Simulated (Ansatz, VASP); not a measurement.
One calculation of InAs, two programs

POSCAR

```
InAs
1.0
    0.0000000000      2.9752172759      3.1239781397
    2.9752172759      0.0000000000      3.1239781397
    2.9752172759      2.9752172759      0.0000000000
In As
1 1
Direct
    0.0000000000      0.0000000000      0.0000000000
    0.7500000000      0.7500000000      0.7500000000
```

The input INCAR.step1:

```
SYSTEM = InAs
ALGO = Normal
EDIFF = 1E-4
ENCUT = 520
GGA = PE
ISMEAR = 0
LASPH = .True.
LCHARG = .False.
LREAL = .False.
LWAVE = .True.
NBANDS = 16
NELM = 80
PREC = Accurate
SIGMA = 0.03
```

INCAR.step2

```
SYSTEM = InAs
ALGO = Normal
EDIFF = 1E-6
ENCUT = 520
ISIF = 2
ISMEAR = 0
ISTART = 1
LASPH = .True.
LCHARG = .False.
LMIXTAU = .True.
LREAL = .False.
LWAVE = .False.
METAGGA = R2SCAN
NBANDS = 16
NELM = 80
PREC = Accurate
SIGMA = 0.03
```

The input KPOINTS:

```
k-points
0
Gamma
  10 10 10
  0 0 0
```

Input for Ansatz:

```yaml
crystal:
  lattice:
    - [0.0, 2.9752172759, 3.1239781397]
    - [2.9752172759, 0.0, 3.1239781397]
    - [2.9752172759, 2.9752172759, 0.0]
  atoms:
    - { symbol: In, position: [0.0, 0.0, 0.0] }
    - { symbol: As, position: [0.75, 0.75, 0.75] }
basis:
  ecutwfc: 500
kpoints:
  mp_grid: { grid: [10, 10, 10] }
hamiltonian:
  xc: r2scan
scf:
  occupations: { method: gaussian, width: 0.03 }
output:
  forces: true
  stress: true
  eigenvalues: true
```

Alike in both runs: task single point; functional r2SCAN; k mesh 10 × 10 × 10; occupations gaussian, width 0.03 eV; no spin polarisation.

```csv
,VASP,Ansatz
version,VASP 6.6.1,Ansatz 0.2.0
potentials or method,"VASP PAW PBE potentials, release 64 (In_d, As), cutoff 520 eV","scalar-relativistic, plane waves, PAW"
valence electrons in the cell,18,28
```

```tsv
	VASP	Ansatz	Ansatz less VASP
gap on the k mesh at the Fermi level (eV)	0.15	0.15	+0.001
least direct gap on the mesh (eV)	0.15	0.15	+0.001
pressure (GPa)	1.8	1.8	0.00
traceless stress, the component that is largest in VASP (GPa)	-1.34	-1.34	+0.005
```

VASP's potentials were made for PBE, not for r2SCAN. VASP's potentials hold 18 valence electrons a cell and Ansatz's 28, so a difference there can come from the potentials and not from the codes.
